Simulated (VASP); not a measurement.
Wanted: the native input for a VASP 6.6.1 run.

* Task: relaxation of shape and atoms at fixed volume
* Functional: PBE
* Potentials or basis: VASP PAW PBE potentials, release 64 (Be)
* Cutoff: 600 eV
* k mesh: 21 × 21 × 12
* Occupations: gaussian, width 0.1 eV
* Spin: no spin polarisation
* Dipole correction: no
* Further INCAR settings: ALGO = Normal; EDIFF = 1e-07; IBRION = 2; EDIFFG = -0.01; NSW = 50; ISIF = 4

The structure of Be lies in POSCAR:

```
Be
1.0
    2.3081182978      0.0000000000      0.0000000000
   -1.1540591489      1.9988890809      0.0000000000
    0.0000000000      0.0000000000      3.6334087635
Be
2
Direct
    0.3333333333      0.6666666667      0.2500000000
    0.6666666667      0.3333333333      0.7500000000
```

The input as run:

INCAR

```
SYSTEM = Be
ALGO = Normal
EDIFF = 1E-7
EDIFFG = -0.01
ENCUT = 600
GGA = PE
IBRION = 2
ISIF = 4
ISMEAR = 0
LASPH = .True.
LCHARG = .False.
LREAL = .False.
LWAVE = .False.
NELM = 100
NSW = 50
PREC = Accurate
SIGMA = 0.1
```

KPOINTS

```
k-points
0
Gamma
  21 21 12
  0 0 0
```

Potentials or basis: VASP PAW PBE potentials, release 64 (Be).

Command:

```bash
$ cat potpaw_PBE.64/Be/POTCAR > POTCAR
$ mpirun -np 1 vasp_std > vasp.out
```

It gave:

The energy gained by relaxing is 0.0 meV/atom, the ionic steps are 2 and the pressure after relaxing is -6.4 GPa. The band gap on the k mesh is zero (bands 2 and 3 overlap by 2.03 eV).

Wall time 19 s on 1 thread of Intel(R) Xeon(R) 6975P-C (Granite Rapids) (shared host), peak memory 0.15 GiB.
